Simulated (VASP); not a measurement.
Input of a VASP 6.6.1 run:

The input INCAR:

```
PREC     = Accurate       # precision mode
ENCUT    = 520            # plane-wave cutoff, eV
EDIFF    = 1E-6           # SCF threshold, eV
ISMEAR   = 0              # smearing method
SIGMA    = 0.1            # smearing width, eV
LREAL    = F              # projectors in reciprocal space
LASPH    = T              # aspherical terms in the spheres
NELM     = 80             # most SCF steps
ALGO     = Normal         # electronic algorithm
ISIF     = 2              # what is computed and relaxed
LWAVE    = F              # write WAVECAR
LCHARG   = F              # write CHGCAR
GGA      = PS             # functional
NBANDS   = 21             # bands
```

The input KPOINTS:

```
regular mesh
0
Gamma
  15 15 4
```

The input POSCAR:

```
Ge
1.0
    3.3075790556      0.0000000000      0.0000000000
   -1.6537895278      2.8644474872      0.0000000000
    0.0000000000      0.0000000000     12.5121250474
Ge
2
Direct
    0.3333333300      0.6666666700      0.0000000000
    0.6666666700      0.3333333300      0.0000000000
```

Potentials or basis: VASP PAW PBE potentials, release 64 (Ge_d).

Run with:

```bash
$ cat potpaw_PBE.64/Ge_d/POTCAR > POTCAR
$ mpirun -np 1 vasp_std > vasp.out
```

(1) What does it give for the band gap on the k mesh?

Answers

(1) zero (filled and empty bands touch).

Caveat: the cell differs from its parent crystal (C replaced by Ge, lengths x 1.347, strained); there is no dipole correction, which matters where the two faces differ.
